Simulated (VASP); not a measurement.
Wanted: the native input for a VASP 6.6.1 run.

| Property | Result |
| --- | --- |
| Task | single point |
| Functional | PBE |
| Potentials or basis | VASP PAW PBE potentials, release 64 (Ba_sv, Hf_pv, O) |
| Cutoff | 520 eV |
| k mesh | 4 × 4 × 4 |
| Occupations | methfessel-paxton, width 0.001 eV |
| Spin | no spin polarisation |
| Dipole correction | no |
| Further INCAR settings | ALGO = Normal; EDIFF = 1e-06; NBANDS = 27 |

The structure of BaHfO3 lies in POSCAR:

```
BaHfO3
1.0
    4.1770517754      0.0000000000      0.0000000000
    0.0000000000      4.1770517754      0.0000000000
    0.0000000000      0.0000000000      4.1770487585
Ba Hf O
1 1 3
Direct
    0.5000000000      0.5000000000      0.9979971537
    0.0000000000      0.0000000000      0.4979944541
    0.0000000000      0.5000000000      0.4980131360
    0.5000000000      0.0000000000      0.4980131360
    0.0000000000      0.0000000000      0.9980039101
```

The input as run:

INCAR

```
PREC = Accurate
ENCUT = 520
EDIFF = 1E-6
ISMEAR = 1
SIGMA = 0.001
LREAL = F
LASPH = T
NELM = 60
ALGO = Normal
ISIF = 2
LWAVE = F
LCHARG = T
GGA = PE
LELF = T
LVHAR = T
NBANDS = 27
```

KPOINTS

```
regular mesh
0
Gamma
  4 4 4
```

Potentials or basis: VASP PAW PBE potentials, release 64 (Ba_sv, Hf_pv, O).

The run is started by

```console
$ cat potpaw_PBE.64/Ba_sv/POTCAR potpaw_PBE.64/Hf_pv/POTCAR potpaw_PBE.64/O/POTCAR > POTCAR
$ mpirun -np 1 vasp_std > vasp.out
```

It gave:

The pressure is 2.9 GPa and the band gap on the k mesh is 3.57 eV, indirect (least direct gap 3.79 eV).

Caveat: spin-orbit coupling is left out, which moves the levels of the heavy elements.

It took 29 s on 1 thread of Intel Xeon 6975P-C, on a shared host, peak memory 0.19 GiB.
